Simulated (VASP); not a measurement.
# KCl (I4/mmm) in VASP: notebook

The runs below take KCl through electric field gradients, with LDA.

Everything below comes from runs of VASP 6.6.1. Logs are shortened: lines on timing, memory, paths and dates and some standing lists are left out, and cuts for length are marked.

### Step 1. The cell of the first run

It takes space group I4/mmm (No. 139, tetragonal). Conventional cell: a = 4.374 Å, b = 4.374 Å, c = 6.312 Å, α = 90.00°, β = 90.00°, γ = 90.00°. Within 4.1 Å of K (site symmetry 4/mmm) lie 6 Cl at 3.09 to 3.16 Å. Cl (site symmetry 4/mmm) has 6 K at 3.09 to 3.16 Å within 4.1 Å.

### Step 2. Electric field gradients, LDA (equal xx and yy strain of -2 %)

File INCAR:

```
ALGO     = Normal         # electronic algorithm
EDIFF    = 1E-8           # SCF threshold, eV
ENCUT    = 520            # plane-wave cutoff, eV
GGA      = CA             # functional
ISIF     = 2              # what is computed and relaxed
ISMEAR   = -1             # smearing method
LASPH    = True           # aspherical terms in the spheres
LCHARG   = False          # write CHGCAR
LEFG     = True         
LREAL    = False          # projectors in reciprocal space
LWAVE    = False          # write WAVECAR
NBANDS   = 15             # bands
NELM     = 80             # most SCF steps
PREC     = Accurate       # precision mode
SIGMA    = 0.03           # smearing width, eV
```

File KPOINTS:

```
k-points
0
Gamma
  7 7 7
```

File POSCAR:

```
KCl
1.0
    0.0000000000      3.0929780000      3.1561000000
    3.0929780000      0.0000000000      3.1561000000
    3.0929780000      3.0929780000      0.0000000000
K Cl
1 1
Direct
    0.0000000000      0.0000000000      0.0000000000
    0.5000000000      0.5000000000      0.5000000000
```

Potentials or basis: VASP PAW LDA potentials, release 64 (K_sv, Cl).

Launch:

```sh
cat potpaw_LDA.64/K_sv/POTCAR potpaw_LDA.64/Cl/POTCAR > POTCAR
mpirun -np 1 vasp_std > vasp.out
```

OUTCAR:

```text
EDIFF = 1E-8
   ENCUT = 520
   GGA = CA
   ISIF = 2
   ISMEAR = -1
   LASPH = True
   LREAL = False
   NELM = 80
   PREC = Accurate

 ion  position               nearest neighbor table
   1  0.000  0.000  0.000-   2 3.09   2 3.09   2 3.09   2 3.09   2 3.16   2 3.16
   2  0.500  0.500  0.500-   1 3.09   1 3.09   1 3.09   1 3.09   1 3.16   1 3.16

  LATTYP: Found a body centered tetragonal cell.
 ALAT       =     4.3741314357
 C/A-ratio  =     1.4430750636

  Lattice vectors:

 A1 = (  -3.0929780000,   0.0000000000,   3.1561000000)
 A2 = (   3.0929780000,   0.0000000000,   3.1561000000)
 A3 = (   0.0000000000,   3.0929780000,  -3.1561000000)

Analysis of symmetry for initial positions (statically):
=====================================================================
 Subroutine PRICEL returns:
 Original cell was already a primitive cell.

 Routine SETGRP: Setting up the symmetry group for a
 body centered tetragonal supercell.

 Subroutine GETGRP returns: Found 16 space group operations
 (whereof 16 operations were pure point group operations)
 out of a pool of 16 trial point group operations.

The static configuration has the point symmetry D_4h.

Analysis of symmetry for dynamics (positions and initial velocities):
=====================================================================
 Subroutine PRICEL returns:
 Original cell was already a primitive cell.

 Routine SETGRP: Setting up the symmetry group for a
 body centered tetragonal supercell.

 Subroutine GETGRP returns: Found 16 space group operations
 (whereof 16 operations were pure point group operations)
 out of a pool of 16 trial point group operations.

The dynamic configuration has the point symmetry D_4h.

 Subroutine INISYM returns: Found 16 space group operations
 (whereof 16 operations are pure point group operations),
 and found     1 'primitive' translations

----------------------------------------------------------------------------------------

                                     Primitive cell

  volume of cell :      60.3857

  direct lattice vectors                    reciprocal lattice vectors
     0.000000000  3.092978000  3.156100000    -0.161656501  0.161656501  0.158423371
     3.092978000  0.000000000  3.156100000     0.161656501 -0.161656501  0.158423371
     3.092978000  3.092978000  0.000000000     0.161656501  0.161656501 -0.158423371

  length of vectors
     4.418990848  4.418990848  4.374131436     0.278143152  0.278143152  0.278143152

  position of ions in fractional coordinates (direct lattice)
     0.000000000  0.000000000  0.000000000
     0.500000000  0.500000000  0.500000000

  ion indices of the primitive-cell ions
   primitive index   ion index
                 1           1
                 2           2

----------------------------------------------------------------------------------------

 KPOINTS: k-points

Automatic generation of k-mesh.
 Grid dimensions read from file:
 generate k-points for:    7    7    7

 Generating k-lattice:

  Cartesian coordinates                     Fractional coordinates (reciprocal lattice)
    -0.023093786  0.023093786  0.022631910     0.142857143  0.000000000  0.000000000
     0.023093786 -0.023093786  0.022631910     0.000000000  0.142857143  0.000000000
     0.023093786  0.023093786 -0.022631910     0.000000000  0.000000000  0.142857143

  Length of vectors
     0.039734736  0.039734736  0.039734736

  Shift w.r.t. Gamma in fractional coordinates (k-lattice)
     0.000000000  0.000000000  0.000000000

 Subroutine IBZKPT returns following result:
 ===========================================

[... 35 lines left out ...]
   NGX,Y,Z   is equivalent  to a cutoff of  13.54, 13.54, 13.68 a.u.
   NGXF,Y,Z  is equivalent  to a cutoff of  27.09, 27.09, 27.36 a.u.
 SYSTEM =  unknown system
   PREC   = accura    normal or accurate (medium, high low for compatibility)
   ISTART =      0    job   : 0-new  1-cont  2-samecut
   ICHARG =      2    charge: 1-file 2-atom 10-const
   ISPIN  =      1    spin polarized calculation?
   LNONCOLLINEAR =      F non collinear calculations
   LSORBIT =      F    spin-orbit coupling
   LASPH  =      T    aspherical Exc in radial PAW
   ENCUT  =  520.0 eV  38.22 Ry    6.18 a.u.   8.22  8.22  8.13*2*pi/ulx,y,z
   NELM   =     80;   NELMIN=  2; NELMDL= -5     # of ELM steps
   EDIFF  = 0.1E-07   stopping-criterion for ELM
   LREAL  =      F    real-space projection
   EDIFFG = 0.1E-06   stopping-criterion for IOM
   NSW    =      0    number of steps for IOM
   IBRION =     -1    ionic relax: 0-MD 1-quasi-New 2-CG
   NFREE  =      0    steps in history (QN), initial steepest desc. (CG)
   ISIF   =      2    stress and relaxation
   ISYM   =      2    0-nonsym 1-usesym 2-fastsym
   POTIM  = 0.5000    time-step for ionic-motion
   TEBEG  =    0.0;   TEEND  =   0.0 temperature during run
   PSTRESS=    0.0 pullay stress
   NELECT =      16.0000    total number of electrons
   NUPDOWN=      -1.0000    fix difference up-down
   EMIN   =  10.00;   EMAX   =-10.00  energy-range for DOS
   EFERMI =   0.00;   METHOD = LEGACY
   ISMEAR =    -1;   SIGMA  =   0.03  broadening in eV -4-tet -1-fermi 0-gaus
   EFERMI_NEDOS =   21; number of points for ismear=-14 and -15
   IALGO  =     38    algorithm
   IMIX   =      4    mixing-type and parameters
     AMIX     =   0.40;   BMIX     =  1.00
     AMIX_MAG =   1.60;   BMIX_MAG =  1.00
  volume/ion in A,a.u.               =      30.19       203.75
  Fermi-wavevector in a.u.,A,eV,Ry     =   1.051486  1.987020 15.042902  1.105622
  Thomas-Fermi vector in A             =   2.186531
   LORBIT       =      0    0 simple, 1 ext, 2 COOP (PROOUT), +10 PAW based schemes
   GGA     = CA    functional components
   LHFCALC =     F    Hartree Fock is set to
   AEXX    =    0.0000 exact exchange contribution
   IVDW    =     0    specifies the selected vdW correction
   LEPSILON=     F    determine dielectric tensor
   LRPA    =     F    only Hartree local field effects (RPA)
 non-spin polarized calculation
  energy-cutoff  :      520.00
  volume of cell :       60.39
 maximum number of plane-waves:      1647
 NGX is ok and might be reduce to    36
   NGX = 17   NGY = 17   NGZ = 17

 number of electron      16.0000002 magnetization

 Free energy of the ion-electron system (eV)
  ---------------------------------------------------
  ext. energy  EPLUGINS =         0.00000000
  ---------------------------------------------------
  free energy    TOTEN  =        -7.38765452 eV

  energy without entropy =       -7.38765452  energy(sigma->0) =       -7.38765452

 E-fermi :  -1.3073     XC(G=0):  -8.2397

 val. band max:       -1.9486777228   @ k =   0.0000   0.0000   0.0000
 cond. band min:       2.8958009987   @ k =   0.0000   0.0000   0.0000
 fundamental gap:      4.8444787215
 Fermi energy:        -1.3073247353

 k-point     1 :       0.0000    0.0000    0.0000
  band No.  band energies     occupation
      1     -28.7130      2.00000
      2     -14.0179      2.00000
      3     -12.4131      2.00000
      4     -12.4131      2.00000
      5     -12.4106      2.00000
      6      -1.9649      2.00000
      7      -1.9487      2.00000
      8      -1.9487      2.00000
      9       2.8958      0.00000
     10       6.0549      0.00000
     11       6.1890      0.00000
     12       6.1890      0.00000
     13       7.0483      0.00000
     14       7.1473      0.00000
[... 401 lines left out ...]
      2     -14.1039      2.00000
      3     -12.4903      2.00000
      4     -12.4630      2.00000
      5     -12.2618      2.00000
      6      -2.8376      2.00000
      7      -2.3940      2.00000
      8      -2.3214      2.00000
      9       5.5445      0.00000
     10       5.9796      0.00000
     11       7.6762      0.00000
     12       8.1894      0.00000
     13       8.7480      0.00000
     14       9.3731      0.00000
     15       9.8332      0.00000

 [... further k-points ...]

------------------------ aborting loop because EDIFF is reached ----------------------------------------

  FORCE on cell =-STRESS in cart. coord.  units (eV):
  Direction    XX          YY          ZZ          XY          YZ          ZX
  --------------------------------------------------------------------------------------
  -------------------------------------------------------------------------------------
  Total       -0.4460761     -0.4460761     -0.7047014      0.0000000      0.0000000      0.0000000
  in kB      -11.8354603    -11.8354603    -18.6974028      0.0000000      0.0000000      0.0000000
  external PRESSURE =     -14.1227745 kB  Pullay stress =       0.0000000 kB

 VOLUME and BASIS-vectors are now :
 -----------------------------------------------------------------------------
  energy-cutoff  :      520.00
  volume of cell :       60.39
      direct lattice vectors                 reciprocal lattice vectors
     0.000000000  3.092978000  3.156100000    -0.161656501  0.161656501  0.158423371
     3.092978000  0.000000000  3.156100000     0.161656501 -0.161656501  0.158423371
     3.092978000  3.092978000  0.000000000     0.161656501  0.161656501 -0.158423371

 POSITION                                       TOTAL-FORCE (eV/Angst)
 -----------------------------------------------------------------------------------
      0.00000      0.00000      0.00000         0.000000     -0.000000      0.000000
      3.09298      3.09298      3.15610        -0.000000      0.000000      0.000000
 -----------------------------------------------------------------------------------
    total drift:                                0.000000      0.000000      0.000000

  FREE ENERGIE OF THE ION-ELECTRON SYSTEM (eV)
  ---------------------------------------------------
  free  energy   TOTEN  =        -7.3876545203 eV

  energy  without entropy=       -7.3876545202  energy(sigma->0) =       -7.38765452

 Electric field gradients (V/A^2)
---------------------------------------------------------------------
 ion       V_xx      V_yy      V_zz      V_xy      V_xz      V_yz
---------------------------------------------------------------------
   1      -2.004    -2.004     4.008    -0.000    -0.000    -0.000
   2      -1.230    -1.230     2.460    -0.001    -0.001    -0.001
---------------------------------------------------------------------

 Electric field gradients after diagonalization (V/A^2)
 (convention: |V_zz| > |V_xx| > |V_yy|)
----------------------------------------------------------------------
 ion       V_xx      V_yy      V_zz     asymmetry (V_yy - V_xx)/ V_zz
----------------------------------------------------------------------
   1      -2.004    -2.004     4.008       0.000
   2      -1.231    -1.229     2.460       0.001
----------------------------------------------------------------------

           NMR quadrupolar parameters

 Cq : quadrupolar parameter    Cq=e*Q*V_zz/h
 eta: asymmetry parameters     (V_yy - V_xx)/ V_zz
 Q  : nuclear electric quadrupole moment in mb (millibarn)
----------------------------------------------------------------------
 ion       Cq(MHz)       eta       Q (mb)
----------------------------------------------------------------------
   1       0.010       0.000       1.000
   2       0.006       0.001       1.000
----------------------------------------------------------------------
```

Run time: 82 s. Hardware: 1 thread of AMD EPYC, shared host; peak memory 0.15 GiB.

Results:

```yaml
Free_energy: -7.3877 eV
Pressure: -1.4 GPa
Band_gap_on_the_k_mesh: 4.84 eV, direct
```

Levels at points of the mesh, in eV from the valence-band top:
| k point | band 6 | band 7 | band 8 | band 9 | band 10 | band 11 |
| --- | --- | --- | --- | --- | --- | --- |
| (0.00, 0.00, 0.00) | -0.02 | 0.00 | 0.00 | 4.84 | 8.00 | 8.14 |

Electric field gradients, principal values (V/Å²):
| atom | least | middle | greatest (by size) |
| --- | --- | --- | --- |
| 1 K | -2.004 | -2.004 | 4.008 |
| 2 Cl | -1.229 | -1.231 | 2.460 |

Caveat: the cell differs from its parent crystal (equal xx and yy strain of -2 %); without QUAD_EFG the Cq values of the log hold for a quadrupole moment of 1 mb, not for the nuclei.

### Step 3. Electric field gradients, LDA (equal xx and yy strain of -1 %)

File INCAR:

```
PREC = Accurate
ENCUT = 520
EDIFF = 1E-8
ISMEAR = -1
SIGMA = 0.03
LREAL = False
LASPH = True
NELM = 80
ALGO = Normal
ISIF = 2
LWAVE = False
LCHARG = False
LEFG = True
NBANDS = 15
```

File KPOINTS:

```
regular mesh
0
Gamma
  7 7 7
```

File POSCAR:

```
KCl
1.0
    0.0000000000      3.1245390000      3.1561000000
    3.1245390000      0.0000000000      3.1561000000
    3.1245390000      3.1245390000      0.0000000000
K Cl
1 1
Direct
    0.0000000000      0.0000000000      0.0000000000
    0.5000000000      0.5000000000      0.5000000000
```

Potentials or basis: VASP PAW LDA potentials, release 64 (K_sv, Cl).

Launch:

```sh
cat potpaw_LDA.64/K_sv/POTCAR potpaw_LDA.64/Cl/POTCAR > POTCAR
mpirun -np 1 vasp_std > vasp.out
```

OUTCAR:

```text
PREC = Accurate
   ENCUT = 520
   EDIFF = 1E-8
   ISMEAR = -1
   LREAL = False
   LASPH = True
   NELM = 80
   ISIF = 2

 ion  position               nearest neighbor table
   1  0.000  0.000  0.000-   2 3.12   2 3.12   2 3.12   2 3.12   2 3.16   2 3.16
   2  0.500  0.500  0.500-   1 3.12   1 3.12   1 3.12   1 3.12   1 3.16   1 3.16

  LATTYP: Found a body centered tetragonal cell.
 ALAT       =     4.4187654300
 C/A-ratio  =     1.4284985479

  Lattice vectors:

 A1 = (  -3.1245390000,   0.0000000000,   3.1561000000)
 A2 = (   3.1245390000,   0.0000000000,   3.1561000000)
 A3 = (   0.0000000000,   3.1245390000,  -3.1561000000)

Analysis of symmetry for initial positions (statically):
=====================================================================
 Subroutine PRICEL returns:
 Original cell was already a primitive cell.

 Routine SETGRP: Setting up the symmetry group for a
 body centered tetragonal supercell.

[... 622 lines left out ...]
     0.000000000  3.124539000  3.156100000    -0.160023607  0.160023607  0.158423371
     3.124539000  0.000000000  3.156100000     0.160023607 -0.160023607  0.158423371
     3.124539000  3.124539000  0.000000000     0.160023607  0.160023607 -0.158423371

 POSITION                                       TOTAL-FORCE (eV/Angst)
 -----------------------------------------------------------------------------------
      0.00000      0.00000      0.00000         0.000000     -0.000000      0.000000
      3.12454      3.12454      3.15610        -0.000000      0.000000      0.000000
 -----------------------------------------------------------------------------------
    total drift:                                0.000000      0.000000      0.000000

  FREE ENERGIE OF THE ION-ELECTRON SYSTEM (eV)
  ---------------------------------------------------
  free  energy   TOTEN  =        -7.3769979000 eV

  energy  without entropy=       -7.3769979000  energy(sigma->0) =       -7.37699790

 Electric field gradients (V/A^2)
---------------------------------------------------------------------
 ion       V_xx      V_yy      V_zz      V_xy      V_xz      V_yz
---------------------------------------------------------------------
   1      -0.969    -0.969     1.939    -0.000    -0.000    -0.000
   2      -0.567    -0.567     1.135    -0.001    -0.000    -0.000
---------------------------------------------------------------------

 Electric field gradients after diagonalization (V/A^2)
 (convention: |V_zz| > |V_xx| > |V_yy|)
----------------------------------------------------------------------
 ion       V_xx      V_yy      V_zz     asymmetry (V_yy - V_xx)/ V_zz
----------------------------------------------------------------------
   1      -0.970    -0.969     1.939       0.000
   2      -0.568    -0.567     1.135       0.001
----------------------------------------------------------------------

           NMR quadrupolar parameters

 Cq : quadrupolar parameter    Cq=e*Q*V_zz/h
 eta: asymmetry parameters     (V_yy - V_xx)/ V_zz
 Q  : nuclear electric quadrupole moment in mb (millibarn)
----------------------------------------------------------------------
 ion       Cq(MHz)       eta       Q (mb)
----------------------------------------------------------------------
   1       0.005       0.000       1.000
   2       0.003       0.001       1.000
----------------------------------------------------------------------
```

OSZICAR:

```text
N       E                     dE             d eps       ncg     rms          rms(c)
DAV:   1     0.107097863891E+03    0.10710E+03   -0.70051E+03  1200   0.956E+02
DAV:   2    -0.883768851831E+00   -0.10798E+03   -0.98477E+02  1566   0.254E+02
DAV:   3    -0.742857405917E+01   -0.65448E+01   -0.65055E+01  1655   0.533E+01
DAV:   4    -0.766887052099E+01   -0.24030E+00   -0.24021E+00  1852   0.980E+00
DAV:   5    -0.767125110793E+01   -0.23806E-02   -0.23805E-02  1706   0.101E+00    0.349E+00
DAV:   6    -0.740474647584E+01    0.26650E+00   -0.36551E-01  1473   0.322E+00    0.280E+00
DAV:   7    -0.737749954404E+01    0.27247E-01   -0.60213E-02  1641   0.154E+00    0.163E+00
DAV:   8    -0.737689807393E+01    0.60147E-03   -0.10706E-02  1764   0.782E-01    0.235E-01
DAV:   9    -0.737687971868E+01    0.18355E-04   -0.50068E-04  1566   0.133E-01    0.809E-02
DAV:  10    -0.737699648172E+01   -0.11676E-03   -0.73619E-05  1398   0.624E-02    0.114E-02
DAV:  11    -0.737699745750E+01   -0.97578E-06   -0.33239E-06  1810   0.129E-02    0.549E-03
DAV:  12    -0.737699792993E+01   -0.47244E-06   -0.13259E-06  1424   0.799E-03    0.325E-03
DAV:  13    -0.737699789689E+01    0.33041E-07   -0.19923E-07  1564   0.324E-03    0.537E-04
DAV:  14    -0.737699790002E+01   -0.31221E-08   -0.93954E-09  1178   0.643E-04
   1 F= -.73769979E+01 E0= -.73769979E+01  d E =-.100572E-10
```

stdout:

```text
POSCAR found type information on POSCAR K Cl
 POSCAR found :  2 types and       2 ions
 scaLAPACK will be used
 LDA part: xc-table for (Slater(with rela. corr.)+CA(PZ))
 , standard interpolation
 POSCAR, INCAR and KPOINTS ok, starting setup
 FFT: planning ... GRIDC
 FFT: planning ... GRID_SOFT
 FFT: planning ... GRID
 WAVECAR not read
 entering main loop
ion   1

ion   2
```

Run time: 83 s. Hardware: 1 thread of AMD EPYC, shared host; peak memory 0.15 GiB.

Results:

```
Free energy            : -7.3770 eV
Pressure               : -1.8 GPa
Band gap on the k mesh : 4.78 eV, direct
```

Levels at points of the mesh, in eV from the valence-band top:
```csv
k point,band 4,band 5,band 6,band 7,band 8,band 9,band 10,band 11,band 12,band 13
"(0.00, 0.00, 0.00)",-10.51,-10.51,-0.01,0.00,0.00,4.78,8.04,8.11,8.11,9.00
```

Electric field gradients, principal values (V/Å²):
| atom | least | middle | greatest (by size) |
| --- | --- | --- | --- |
| 1 K | -0.969 | -0.970 | 1.939 |
| 2 Cl | -0.567 | -0.568 | 1.135 |

Caveat: the cell differs from its parent crystal (equal xx and yy strain of -1 %); without QUAD_EFG the Cq values of the log hold for a quadrupole moment of 1 mb, not for the nuclei.
